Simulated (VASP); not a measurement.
Write the native input for VASP 6.6.1 that does the following.

| Property | Result |
| --- | --- |
| Task | single point |
| Functional | LDA |
| Potentials or basis | VASP PAW LDA potentials, release 64 (Sn_d, O) |
| Cutoff | 520 eV |
| k mesh | 6 × 6 × 8 |
| Occupations | gaussian, width 0.05 eV |
| Spin | no spin polarisation |
| Dipole correction | no |
| Further INCAR settings | ALGO = Normal; EDIFF = 1e-07; NBANDS = 35 |

The structure of SnO2 lies in POSCAR:

```
SnO2
1.0
    4.5508719057      0.0000000000      0.0000000000
    0.0000000000      4.5514309592      0.0000000000
    0.0000000000      0.0000000000      3.0745939119
Sn O
2 4
Direct
    0.5000000000      0.5000000000      0.5000000000
    0.0000000000      0.0000000000      0.0000000000
    0.3059833077      0.3580510778      0.0000000000
    0.8059833077      0.1419489222      0.5000000000
    0.1940166923      0.8580510778      0.5000000000
    0.6940166923      0.6419489222      0.0000000000
```

This cell differs from its parent crystal: atoms shifted along a free coordinate.

One way to write it, as run:

INCAR

```
PREC = Accurate ; ENCUT = 520
EDIFF = 1E-7 ; ISMEAR = 0
SIGMA = 0.05 ; LREAL = F
LASPH = T ; NELM = 100
ALGO = Normal ; ISIF = 2
LWAVE = F ; LCHARG = F
GGA = CA ; NBANDS = 35
```

KPOINTS

```
regular mesh
0
Gamma
  6 6 8
```

Potentials or basis: VASP PAW LDA potentials, release 64 (Sn_d, O).

Command:

```bash
$ cat potpaw_LDA.64/Sn_d/POTCAR potpaw_LDA.64/O/POTCAR > POTCAR
$ mpirun -np 1 vasp_std > vasp.out
```

Results of the run:

```yaml
Pressure: 48.7 GPa
Largest_force: 6.477 eV/Å
Band_gap_on_the_k_mesh: 2.86 eV (least direct gap 2.90 eV)
```

Caveat: the cell differs from its parent crystal (atoms shifted along a free coordinate); the cell stands under pressure; spin-orbit coupling is left out, which moves the levels of the heavy elements; forces of over 1 eV/Å act on the atoms, so gaps and moduli don't describe the material at rest.

Run time: 92 s on 1 thread of AMD EPYC 9R45 96-Core Processor (Zen 5), on a shared host, peak memory 0.22 GiB.
